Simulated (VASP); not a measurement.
Here is a VASP 6.6.1 calculation.

File POSCAR:

```
B
1.0
    2.3291001052      0.0000000000      0.0000000000
   -1.1645500526      2.0170598591      0.0000000000
    0.0000000000      0.0000000000      5.4604404046
B
4
Direct
    0.0000000000      0.0000000000      0.0000000000
    0.0000000000      0.0000000000      0.5000000000
    0.3333333333      0.6666666667      0.7500000000
    0.6666666667      0.3333333333      0.2500000000
```

INCAR.step1

```
SYSTEM = B
ALGO = Normal ; EDIFF = 1E-4
ENCUT = 520 ; GGA = PE
ISMEAR = 0 ; LASPH = .TRUE.
LCHARG = .FALSE. ; LREAL = .FALSE.
LWAVE = .TRUE. ; NBANDS = 14
NELM = 100 ; PREC = Accurate
SIGMA = 0.1
```

File INCAR.step2:

```
SYSTEM = B
ALGO = Normal ; EDIFF = 1E-6
ENCUT = 520 ; ISIF = 2
ISMEAR = 0 ; ISTART = 1
LASPH = .TRUE. ; LCHARG = .TRUE.
LELF = .TRUE. ; LMIXTAU = .TRUE.
LREAL = .FALSE. ; LVHAR = .TRUE.
LWAVE = .FALSE. ; METAGGA = R2SCAN
NBANDS = 14 ; NELM = 100
PREC = Accurate ; SIGMA = 0.1
```

KPOINTS

```
k-points
0
G
  24 24 8
  0 0 0
```

Potentials or basis: VASP PAW PBE potentials, release 64 (B).

Launch:

```console
$ cat potpaw_PBE.64/B/POTCAR > POTCAR
$ cp INCAR.step1 INCAR
$ mpirun -np 1 vasp_std > vasp.out
$ cp INCAR.step2 INCAR
$ mpirun -np 1 vasp_std > vasp.out
```

Problem. What does it give for the pressure?

Solution. 0.0 GPa.

Problem. Predict the band gap on the k mesh.

Solution. Zero (bands 6 and 7 overlap by 11.14 eV).

Caveat: the PAW data sets were made with another functional, which shifts forces and pressure a little.
